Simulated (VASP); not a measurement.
# Hf (Fm-3m) in VASP: notebook

Aim: see how the results for Hf move with the level of theory and the settings. Levels: RPBE+D3(BJ), PBEsol, LDA, BLYP. Tasks: density of states, vibrations by perturbation theory, elastic constants.

All numbers are computed with VASP 6.6.1; they aren't measurements. Logs are shortened: lines on timing, memory, paths and dates and some standing lists are left out, and cuts for length are marked.

**1. The cell of the first run**

It takes space group Fm-3m (No. 225, cubic). Conventional cell: a = 4.440 Å, b = 4.440 Å, c = 4.440 Å, α = 90.00°, β = 90.00°, γ = 90.00°. Within 4.1 Å of Hf (site symmetry m-3m) lie 12 Hf at 3.14 Å.

**2. Density of states, RPBE+D3(BJ)**

POSCAR

```
Hf
1.0
    0.0000000000      2.2200000000      2.2200000000
    2.2200000000      0.0000000000      2.2200000000
    2.2200000000      2.2200000000      0.0000000000
Hf
1
Direct
    0.0000000000      0.0000000000      0.0000000000
```

INCAR.step1

```
ALGO = Fast
EDIFF = 1E-6
ENCUT = 520
GGA = RP
ISIF = 2
ISMEAR = 1
IVDW = 12
LASPH = T
LCHARG = T
LMAXMIX = 4
LREAL = F
LWAVE = F
NBANDS = 11
NELM = 60
PREC = Accurate
SIGMA = 0.01
```

KPOINTS.step1

```
k-points
0
Gamma
  10 10 10
```

INCAR.step2

```
ALGO = Fast
EDIFF = 1E-6
ENCUT = 520
GGA = RP
ICHARG = 11
ISIF = 2
ISMEAR = -5
IVDW = 12
LASPH = T
LCHARG = F
LMAXMIX = 4
LORBIT = 10
LREAL = F
LWAVE = F
NBANDS = 11
NEDOS = 1001
NELM = 60
PREC = Accurate
SIGMA = 0.01
```

KPOINTS.step2

```
k-points
0
Gamma
  15 15 15
```

Potentials or basis: VASP PAW PBE potentials, release 64 (Hf_pv).

Started as:

```sh
$ cat potpaw_PBE.64/Hf_pv/POTCAR > POTCAR
$ cp INCAR.step1 INCAR
$ cp KPOINTS.step1 KPOINTS
$ mpirun -np 1 vasp_std > vasp.out
$ cp INCAR.step2 INCAR
$ cp KPOINTS.step2 KPOINTS
$ mpirun -np 1 vasp_std > vasp.out
```

OUTCAR:

```text
EDIFF = 1E-6
   ENCUT = 520
   GGA = RP
   ICHARG = 11
   ISIF = 2
   ISMEAR = -5
   IVDW = 12
   LASPH = T
   LORBIT = 10
   LREAL = F
   NELM = 60
   PREC = Accurate
 IVDW          = 12

 ion  position               nearest neighbor table
   1  0.000  0.000  0.000-

  LATTYP: Found a face centered cubic cell.
 ALAT       =     4.4400000000

  Lattice vectors:

 A1 = (   0.0000000000,   2.2200000000,   2.2200000000)
 A2 = (   2.2200000000,   0.0000000000,   2.2200000000)
 A3 = (   2.2200000000,   2.2200000000,   0.0000000000)

Analysis of symmetry for initial positions (statically):
=====================================================================
 Subroutine PRICEL returns:
 Original cell was already a primitive cell.

 Routine SETGRP: Setting up the symmetry group for a
 face centered cubic supercell.

 Subroutine GETGRP returns: Found 48 space group operations
 (whereof 48 operations were pure point group operations)
 out of a pool of 48 trial point group operations.

The static configuration has the point symmetry O_h .

Analysis of symmetry for dynamics (positions and initial velocities):
=====================================================================
 Subroutine PRICEL returns:
 Original cell was already a primitive cell.

 Routine SETGRP: Setting up the symmetry group for a
 face centered cubic supercell.

 Subroutine GETGRP returns: Found 48 space group operations
 (whereof 48 operations were pure point group operations)
 out of a pool of 48 trial point group operations.

The dynamic configuration has the point symmetry O_h .

 Subroutine INISYM returns: Found 48 space group operations
 (whereof 48 operations are pure point group operations),
 and found     1 'primitive' translations

----------------------------------------------------------------------------------------

                                     Primitive cell

  volume of cell :      21.8821

  direct lattice vectors                    reciprocal lattice vectors
     0.000000000  2.220000000  2.220000000    -0.225225225  0.225225225  0.225225225
     2.220000000  0.000000000  2.220000000     0.225225225 -0.225225225  0.225225225
     2.220000000  2.220000000  0.000000000     0.225225225  0.225225225 -0.225225225

  length of vectors
     3.139554108  3.139554108  3.139554108     0.390101533  0.390101533  0.390101533

  position of ions in fractional coordinates (direct lattice)
     0.000000000  0.000000000  0.000000000

  ion indices of the primitive-cell ions
   primitive index   ion index
                 1           1

----------------------------------------------------------------------------------------

 KPOINTS: k-points

Automatic generation of k-mesh.
 Grid dimensions read from file:
 generate k-points for:   15   15   15

 Generating k-lattice:

  Cartesian coordinates                     Fractional coordinates (reciprocal lattice)
    -0.015015015  0.015015015  0.015015015     0.066666667  0.000000000  0.000000000
     0.015015015 -0.015015015  0.015015015     0.000000000  0.066666667  0.000000000
     0.015015015  0.015015015 -0.015015015     0.000000000  0.000000000  0.066666667

  Length of vectors
     0.026006769  0.026006769  0.026006769

  Shift w.r.t. Gamma in fractional coordinates (k-lattice)
     0.000000000  0.000000000  0.000000000

 TETIRR: Found    484 inequivalent tetrahedra from    20250

 Subroutine IBZKPT returns following result:
 ===========================================

 Found    120 irreducible k-points:

 Following reciprocal coordinates:
            Coordinates               Weight
  0.000000  0.000000  0.000000      1.000000
  0.066667  0.000000  0.000000      8.000000
  0.133333  0.000000  0.000000      8.000000
  0.200000  0.000000  0.000000      8.000000
  0.266667  0.000000  0.000000      8.000000
  0.333333  0.000000  0.000000      8.000000
[... 16 lines left out ...]
  0.133333  0.133333  0.000000      6.000000
  0.200000  0.133333  0.000000     24.000000
 [... further k-points ...]
   k-points           NKPTS =    120   k-points in BZ     NKDIM =    120   number of bands    NBANDS=     11
   number of dos      NEDOS =   1001   number of ions     NIONS =      1
   total plane-waves  NPLWV =  13824
   dimension x,y,z NGX =    24 NGY =   24 NGZ =   24
   dimension x,y,z NGXF=    48 NGYF=   48 NGZF=   48
   ions per type =               1
   NGX,Y,Z   is equivalent  to a cutoff of  12.71, 12.71, 12.71 a.u.
   NGXF,Y,Z  is equivalent  to a cutoff of  25.42, 25.42, 25.42 a.u.
 SYSTEM =  unknown system
   PREC   = accura    normal or accurate (medium, high low for compatibility)
   ISTART =      0    job   : 0-new  1-cont  2-samecut
   ICHARG =     11    charge: 1-file 2-atom 10-const
   ISPIN  =      1    spin polarized calculation?
   LNONCOLLINEAR =      F non collinear calculations
   LSORBIT =      F    spin-orbit coupling
   LASPH  =      T    aspherical Exc in radial PAW
   ENCUT  =  520.0 eV  38.22 Ry    6.18 a.u.   5.84  5.84  5.84*2*pi/ulx,y,z
   NELM   =     60;   NELMIN=  2; NELMDL=  0     # of ELM steps
   EDIFF  = 0.1E-05   stopping-criterion for ELM
   LREAL  =      F    real-space projection
   EDIFFG = 0.1E-04   stopping-criterion for IOM
   NSW    =      0    number of steps for IOM
   IBRION =     -1    ionic relax: 0-MD 1-quasi-New 2-CG
   NFREE  =      0    steps in history (QN), initial steepest desc. (CG)
   ISIF   =      2    stress and relaxation
   ISYM   =      2    0-nonsym 1-usesym 2-fastsym
   POTIM  = 0.5000    time-step for ionic-motion
   TEBEG  =    0.0;   TEEND  =   0.0 temperature during run
   PSTRESS=    0.0 pullay stress
   NELECT =      10.0000    total number of electrons
   NUPDOWN=      -1.0000    fix difference up-down
   EMIN   =  10.00;   EMAX   =-10.00  energy-range for DOS
   EFERMI =   0.00;   METHOD = LEGACY
   ISMEAR =    -5;   SIGMA  =   0.01  broadening in eV -4-tet -1-fermi 0-gaus
   EFERMI_NEDOS =   21; number of points for ismear=-14 and -15
   IALGO  =     68    algorithm
   IMIX   =      4    mixing-type and parameters
     AMIX     =   0.40;   BMIX     =  1.00
     AMIX_MAG =   1.60;   BMIX_MAG =  1.00
  volume/ion in A,a.u.               =      21.88       147.67
  Fermi-wavevector in a.u.,A,eV,Ry     =   1.260991  2.382927 21.634588  1.590097
  Thomas-Fermi vector in A             =   2.394472
   LORBIT       =     10    0 simple, 1 ext, 2 COOP (PROOUT), +10 PAW based schemes
   GGA     = RP    functional components
   LHFCALC =     F    Hartree Fock is set to
   AEXX    =    0.0000 exact exchange contribution
   IVDW    =    12    specifies the selected vdW correction
   LEPSILON=     F    determine dielectric tensor
   LRPA    =     F    only Hartree local field effects (RPA)
 non-spin polarized calculation
 RMM-DIIS sequential band-by-band and
 Fermi weights with tetrahedron method with Bloechl corrections
  energy-cutoff  :      520.00
  volume of cell :       21.88
 maximum number of plane-waves:       609

 number of electron      10.0000000 magnetization

 Free energy of the ion-electron system (eV)
  ---------------------------------------------------
  ext. energy  EPLUGINS =         0.00000000
  ---------------------------------------------------
  free energy    TOTEN  =        -9.41379179 eV

  energy without entropy =       -9.41379179  energy(sigma->0) =       -9.41379179

 E-fermi :   5.0113     XC(G=0): -11.3216

 val. band max:        4.9961660154   @ k =   0.4000   0.0667   0.0000
 cond. band min:       4.9722632219   @ k =  -0.4000   0.3333   0.1333
 fundamental gap:     -0.0239027935
 Fermi energy:         5.0112785840

 k-point     1 :       0.0000    0.0000    0.0000
  band No.  band energies     occupation
      1     -24.9558      2.00000
      2     -24.9558      2.00000
      3     -24.9558      2.00000
      4      -2.2880      2.00000
      5       6.4435      0.00000
      6       6.4435      0.00000
      7       6.4435      0.00000
      8       9.3280      0.00000
      9       9.3280      0.00000
     10      16.3378      0.00000
     11      18.2380      0.00000

 k-point     2 :       0.0667    0.0000    0.0000
  band No.  band energies     occupation
      1     -24.9960      2.00000
      2     -24.9608      2.00000
      3     -24.9608      2.00000
      4      -2.1287      2.00000
      5       6.2770      0.00000
      6       6.5203      0.00000
      7       6.5203      0.00000
      8       9.2412      0.00000
      9       9.2412      0.00000
     10      16.6976      0.00000
     11      18.2376      0.00000

 k-point     3 :       0.1333    0.0000    0.0000
  band No.  band energies     occupation
      1     -25.1084      2.00000
      2     -24.9751      2.00000
      3     -24.9751      2.00000
      4      -1.6705      2.00000
      5       5.8676      0.00000
      6       6.7049      0.00000
      7       6.7049      0.00000
      8       9.0704      0.00000
      9       9.0704      0.00000
     10      17.5324      0.00000
     11      18.2358      0.00000

 k-point     4 :       0.2000    0.0000    0.0000
  band No.  band energies     occupation
      1     -25.2702      2.00000
      2     -24.9960      2.00000
      3     -24.9960      2.00000
      4      -0.9763      2.00000
      5       5.4017      0.00000
      6       6.8419      0.00000
      7       6.8419      0.00000
      8       9.0607      0.00000
      9       9.0607      0.00000
     10      17.1380      0.00000
     11      18.2668      0.00000
[... 239 lines left out ...]
 k-point    22 :      -0.0667    0.0667    0.0000
  band No.  band energies     occupation
      1     -25.0519      2.00000
      2     -24.9837      2.00000
      3     -24.9625      2.00000
      4      -1.8692      2.00000
      5       6.0198      0.00000
      6       6.6381      0.00000
      7       6.6496      0.00000
      8       8.9265      0.00000
      9       9.3164      0.00000
     10      17.2539      0.00000
     11      18.2471      0.00000

 k-point    23 :       0.1333    0.1333    0.0000
  band No.  band energies     occupation
      1     -25.1047      2.00000
      2     -25.0083      2.00000
      3     -25.0083      2.00000
      4      -1.4641      2.00000
      5       5.5574     -0.06017
      6       6.9409      0.00000
      7       6.9409      0.00000
      8       8.1786      0.00000
      9       9.6308      0.00000
     10      18.1288      0.00000
     11      18.2360      0.00000

 k-point    24 :       0.2000    0.1333    0.0000
  band No.  band energies     occupation
      1     -25.2100      2.00000
      2     -25.0350      2.00000
      3     -25.0279      2.00000
      4      -0.9437      2.00000
      5       5.1660      0.34911
      6       7.0539      0.00000
      7       7.1891      0.00000
      8       7.8931      0.00000
      9       9.7738      0.00000
     10      18.2341      0.00000
     11      18.9219      0.00000

 [... further k-points ...]

------------------------ aborting loop because EDIFF is reached ----------------------------------------

 Edisp (eV)   -3.56342

 E8    (eV) :    -2.7236

  FORCE on cell =-STRESS in cart. coord.  units (eV):
  Direction    XX          YY          ZZ          XY          YZ          ZX
  --------------------------------------------------------------------------------------
  -------------------------------------------------------------------------------------
  Total      -3.19073    -3.19073    -3.19073     0.00000     0.00000     0.00000
  in kB    -233.62099  -233.62099  -233.62099     0.00000     0.00000     0.00000
  external pressure =     -233.62 kB  Pullay stress =        0.00 kB

 VOLUME and BASIS-vectors are now :
 -----------------------------------------------------------------------------
  energy-cutoff  :      520.00
  volume of cell :       21.88
      direct lattice vectors                 reciprocal lattice vectors
     0.000000000  2.220000000  2.220000000    -0.225225225  0.225225225  0.225225225
     2.220000000  0.000000000  2.220000000     0.225225225 -0.225225225  0.225225225
     2.220000000  2.220000000  0.000000000     0.225225225  0.225225225 -0.225225225

 POSITION                                       TOTAL-FORCE (eV/Angst)
 -----------------------------------------------------------------------------------
      0.00000      0.00000      0.00000        -0.000000      0.000000     -0.000000
 -----------------------------------------------------------------------------------
    total drift:                                0.000000      0.000000      0.000000

  FREE ENERGIE OF THE ION-ELECTRON SYSTEM (eV)
  ---------------------------------------------------
  free  energy   TOTEN  =       -12.9772118144 eV

  energy  without entropy=      -12.9772118144  energy(sigma->0) =      -12.97721181

 total charge

# of ion       s       p       d       tot
------------------------------------------
    1        0.396   6.396   1.569   8.360
```

It took 20 s on 1 thread of Intel Xeon Platinum 8488C (Sapphire Rapids), shared host; peak memory 0.16 GiB.

Results:

```yaml
Valence_electrons_inside_the_program's_atomic_spheres: Hf 8.36
Dispersion_energy_per_atom: -3.563 eV
```

Caveat: the PAW data sets were made with another functional, which shifts forces and pressure a little; spin-orbit coupling is left out, which moves the levels of the heavy elements; pairwise dispersion overbinds metals, which lowers pressure and volume; tetrahedron occupations give inexact forces and stress in metals.

**3. Vibrations by perturbation theory, PBEsol**

INCAR

```
SYSTEM = Hf
ALGO = Fast
EDIFF = 1E-8
ENCUT = 520
GGA = PS
IBRION = 8
ISIF = 2
ISMEAR = -1
LASPH = .TRUE.
LCHARG = .TRUE.
LREAL = .FALSE.
LWAVE = .FALSE.
NELM = 60
NSW = 1
PREC = Accurate
SIGMA = 0.05
```

KPOINTS

```
k-points
0
G
  10 10 10
  0 0 0
```

POSCAR is that of step 2.

Potentials or basis: VASP PAW PBE potentials, release 64 (Hf_pv).

Started as:

```sh
$ cat potpaw_PBE.64/Hf_pv/POTCAR > POTCAR
$ mpirun -np 1 vasp_std > vasp.out
```

OUTCAR:

```text
SYSTEM = Hf
   EDIFF = 1E-8
   ENCUT = 520
   GGA = PS
   IBRION = 8
   ISIF = 2
   ISMEAR = -1
   LASPH = .TRUE.
   LREAL = .FALSE.
   NELM = 60
   NSW = 1
   PREC = Accurate

 ion  position               nearest neighbor table
   1  0.000  0.000  0.000-

  LATTYP: Found a face centered cubic cell.
 ALAT       =     4.4400000000

  Lattice vectors:

 A1 = (   0.0000000000,   2.2200000000,   2.2200000000)
 A2 = (   2.2200000000,   0.0000000000,   2.2200000000)
[... 526 lines left out ...]
  x     0.00000     0.00000     0.00000     0.00000     0.00000     0.00000
  y     0.00000     0.00000     0.00000     0.00000     0.00000     0.00000
  z     0.00000     0.00000     0.00000     0.00000     0.00000     0.00000

 SECOND DERIVATIVES (NOT SYMMETRIZED)
 ------------------------------------
               1X          1Y          1Z
  1X    -0.023225    0.000000    0.000000
  1Y     0.000000   -0.023225    0.000000
  1Z     0.000000    0.000000   -0.023225

 Eigenvectors and eigenvalues of the dynamical matrix
 ----------------------------------------------------

   1 f  =    0.178329 THz     1.120476 2PiTHz    5.948425 cm-1     0.737510 meV
             X         Y         Z           dx          dy          dz
      0.000000  0.000000  0.000000     1.000000    0.000000    0.000000

   2 f  =    0.178329 THz     1.120476 2PiTHz    5.948425 cm-1     0.737510 meV
             X         Y         Z           dx          dy          dz
      0.000000  0.000000  0.000000     0.000000    1.000000    0.000000

   3 f  =    0.178329 THz     1.120476 2PiTHz    5.948425 cm-1     0.737510 meV
             X         Y         Z           dx          dy          dz
      0.000000  0.000000  0.000000     0.000000    0.000000    1.000000

--------------------------------------------------------------------------------------------------------

 ELASTIC MODULI CONTR FROM IONIC RELAXATION (kBar)
 Direction    XX          YY          ZZ          XY          YZ          ZX
 --------------------------------------------------------------------------------
 XX           0.0000      0.0000      0.0000      0.0000      0.0000      0.0000
 YY           0.0000      0.0000      0.0000      0.0000      0.0000      0.0000
 ZZ           0.0000      0.0000      0.0000      0.0000      0.0000      0.0000
 XY           0.0000      0.0000      0.0000      0.0000      0.0000      0.0000
 YZ           0.0000      0.0000      0.0000      0.0000      0.0000      0.0000
 ZX           0.0000      0.0000      0.0000      0.0000      0.0000      0.0000
 --------------------------------------------------------------------------------
```

OSZICAR:

```text
N       E                     dE             d eps       ncg     rms          rms(c)
DAV:   1     0.582013306435E+01    0.58201E+01   -0.59958E+03   862   0.102E+03
DAV:   2    -0.104941014865E+02   -0.16314E+02   -0.15750E+02  1264   0.129E+02
DAV:   3    -0.107983421887E+02   -0.30424E+00   -0.29716E+00   997   0.130E+01
DAV:   4    -0.107999482707E+02   -0.16061E-02   -0.16055E-02  1071   0.972E-01
[... 33 lines left out ...]
RMM:  11    -0.202536799586E+00   -0.99231E-07   -0.12735E-06  3942   0.139E-04    0.848E-06
RMM:  12    -0.202536802144E+00   -0.25585E-08   -0.68537E-07  4082   0.120E-04    0.339E-06
RMM:  13    -0.202536810915E+00   -0.87710E-08   -0.36119E-07  3664   0.110E-04    0.904E-06
RMM:  14    -0.202536819253E+00   -0.83379E-08   -0.16991E-07  3380   0.106E-04    0.330E-06
RMM:  15    -0.202536818879E+00    0.37388E-09   -0.84325E-08  3079   0.104E-04    0.240E-06
 Linear response finished
```

It took 25 s on 1 thread of Intel Xeon Platinum 8559C (Emerald Rapids), shared host; peak memory 0.17 GiB.

Caveat: the cell wasn't relaxed at this level first, which shifts response properties; the PAW data sets were made with another functional, which shifts forces and pressure a little; spin-orbit coupling is left out, which moves the levels of the heavy elements.

**4. Elastic constants, PBEsol**

INCAR

```
  PREC = Accurate
  ENCUT = 600
  EDIFF = 1E-8
  ISMEAR = -1
  SIGMA = 0.05
  LREAL = F
  LASPH = T
  NELM = 100
  ALGO = Normal
  ISIF = 3
  LWAVE = F
  LCHARG = F
  GGA = PS
  NBANDS = 11
  IBRION = 6
  NFREE = 2
  POTIM = 0.015
  NSW = 1
```

KPOINTS

```
regular mesh
0
Gamma
  10 10 10
```

POSCAR is that of step 3.

Started as:

```sh
$ cat potpaw_PBE.64/Hf_pv/POTCAR > POTCAR
$ mpirun -np 1 vasp_std > vasp.out
```

It took 4.2 min on 1 thread of Intel Xeon Platinum 8559C (Emerald Rapids), shared host; peak memory 0.28 GiB.

Results (log left out):

* Elastic constants C11, C12, C44: 145, 87, 73 GPa
* Voigt bulk modulus: 107 GPa

Elastic tensor in Voigt notation (GPa, in the Cartesian axes of the cell as first typed):
```
145  87  87   0   0   0
 87 145  87   0   0   0
 87  87 145   0   0   0
  0   0   0  73   0   0
  0   0   0   0  73   0
  0   0   0   0   0  73
```

Clamped-ion elastic tensor (GPa):
```
145  87  87   0   0   0
 87 145  87   0   0   0
 87  87 145   0   0   0
  0   0   0  73   0   0
  0   0   0   0  73   0
  0   0   0   0   0  73
```

Caveat: the cell is under stress, which shifts elastic constants; the PAW data sets were made with another functional, which shifts forces and pressure a little; spin-orbit coupling is left out, which moves the levels of the heavy elements.

[end of part 1 of 2]
